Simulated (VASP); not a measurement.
**BaF2: single point with HSE06**

BaF2:

```
Ba F
1.0
     0.00000    3.09716    3.09716
     3.09716    0.00000    3.09716
     3.09716    3.09716    0.00000
Ba F
1 2
Direct
  0.00000 0.00000 0.00000
  0.75000 0.75000 0.75000
  0.25000 0.25000 0.25000
```

* Program: VASP 6.6.1
* Task: single point
* Functional: HSE06
* Potentials or basis: VASP PAW PBE potentials, release 64 (Ba_sv, F)
* Cutoff: 520 eV
* k mesh: 6 × 6 × 6
* Occupations: gaussian, width 0.01 eV
* Spin: no spin polarisation

The pressure is 1.4 GPa. The band gap on the k mesh is 8.72 eV (least direct gap 8.79 eV).

Levels at points of the mesh, in eV from the valence-band top:
```csv
k point,band 9,band 10,band 11,band 12,band 13,band 14,band 15,band 16
"(0.00, 0.00, 0.00)",-1.56,-0.07,-0.07,-0.07,8.72,11.32,11.32,13.69
"(0.50, 0.00, 0.00)",-0.70,-0.34,-0.15,-0.15,11.26,11.30,11.30,11.71
"(0.50, 0.50, 0.00)",-0.38,-0.29,-0.29,-0.15,9.19,11.16,12.90,14.26
```

Wall time 24 min on 4 MPI ranks on Intel(R) Xeon(R) Platinum 8488C (Sapphire Rapids), with other jobs on the host, peak memory 0.31 GiB a rank.

Caveat: the PAW data sets were made with another functional, which shifts forces and pressure a little; spin-orbit coupling is left out, which moves the levels of the heavy elements. A k mesh can miss the band edges.
